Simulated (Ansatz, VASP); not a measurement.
## Two plane-wave programs on SnO2

```
Sn O
1.0
    -2.06556    2.06556    5.09017
     2.06556   -2.06556    5.09017
     2.06556    2.06556   -5.09017
Sn O
2 4
Cartesian
  0.0000 2.0656 2.5451
  0.0000 0.0000 0.0000
  0.0000 0.0000 8.1137
  0.0000 2.0656 4.6117
  0.0000 0.0000 2.0666
  0.0000 2.0656 0.4785
```

Change from the starting cell: strain +0.040 along x and y, +0.000 along z, atoms carried along.

Alike in both runs: task single point; functional LDA; k mesh 10 × 10 × 10; occupations gaussian, width 0.05 eV; no spin polarisation.

|  | VASP | Ansatz |
| --- | --- | --- |
| version | VASP 6.6.1 | Ansatz 0.2.0 |
| potentials or method | VASP PAW LDA potentials, release 64 (Sn_d, O), cutoff 520 eV | scalar-relativistic, plane waves, PAW |
| valence electrons in the cell | 52 | 52 |

```tsv
	VASP	Ansatz	Ansatz less VASP
gap on the k mesh at the Fermi level (eV)	1.15	1.13	-0.022
least direct gap on the mesh (eV)	1.49	1.46	-0.023
pressure (GPa)	-10.3	-11.0	-0.66
traceless stress, the component that is largest in VASP (GPa)	2.80	2.42	-0.379
rms of the force components (eV/Å)	0.028	0.050	+0.0219
```

LDA's correlation is that of Perdew and Zunger in VASP and of Perdew and Wang (1992) in Ansatz. Atom by atom the forces differ by 0.022 eV/Å (rms over components).
